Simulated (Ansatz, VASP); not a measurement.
**TiC in VASP and in Ansatz**

```
CELL_PARAMETERS angstrom
0.00000 2.19646 2.09908
2.19646 0.00000 2.09908
2.19646 2.19646 0.00000
ATOMIC_POSITIONS crystal
Ti 0.00000 0.00000 0.00000
C 0.50000 0.50000 0.50000
```

Change from the starting cell: strain +0.015 along x and y, -0.030 along z, atoms carried along.

Alike in both runs: task single point; functional PBEsol; k mesh 18 × 18 × 18; occupations gaussian, width 0.15 eV; no spin polarisation.

```csv
,VASP,Ansatz
version,VASP 6.6.1,Ansatz 0.2.0
potentials or method,"VASP PAW PBE potentials, release 64 (Ti_sv, C), cutoff 520 eV","scalar-relativistic, plane waves, PAW"
valence electrons in the cell,16,16
```

|  | VASP | Ansatz | Ansatz less VASP |
| --- | --- | --- | --- |
| gap on the k mesh at the Fermi level (eV) | none | none | - |
| pressure (GPa) | -4.7 | -5.0 | -0.25 |
| traceless stress, the component that is largest in VASP (GPa) | 12.75 | 12.71 | -0.040 |

VASP's potentials were made for PBE, not for PBEsol. A gap of «none» marks a metal or a gap that the smearing closes.
